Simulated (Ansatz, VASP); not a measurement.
## One calculation of C, two programs

```
C
1.0
     2.54074    0.00000    0.00000
    -1.27037    2.20035    0.00000
     0.00000    0.00000    4.16837
C
4
Direct
  0.33333 0.66667 0.00018
  0.66667 0.33333 0.50018
  0.33333 0.66667 0.37482
  0.66667 0.33333 0.87482
```

Change from the starting cell: epitaxial_xy strain +1.5%.

Alike in both runs: task single point; functional HSE06; k mesh 9 × 9 × 4; no spin polarisation.

```csv
,VASP,Ansatz
version,VASP 6.6.1,Ansatz 0.2.0
potentials or method,"VASP PAW PBE potentials, release 64 (C)","plane waves, PAW"
plane-wave cutoff (eV),520,420
occupations,"gaussian, width 0.01 eV",fixed
valence electrons in the cell,16,16
```

Ansatz gave:

- gap on the k mesh at the Fermi level (eV): 4.49
- pressure (GPa): -18.2
- traceless stress, the component that is largest in VASP (GPa): 11.81
- rms of the force components (eV/Å): 0.017

Task: Which values does VASP return?

Result: gap on the k mesh at the Fermi level (eV): 4.48; pressure (GPa): -17.4; traceless stress, the component that is largest in VASP (GPa): 11.79; rms of the force components (eV/Å): 0.017.

Atom by atom the forces differ by 0.000 eV/Å (rms over components). Ansatz's warnings: stress exchange threshold loose, stress scf threshold loose.
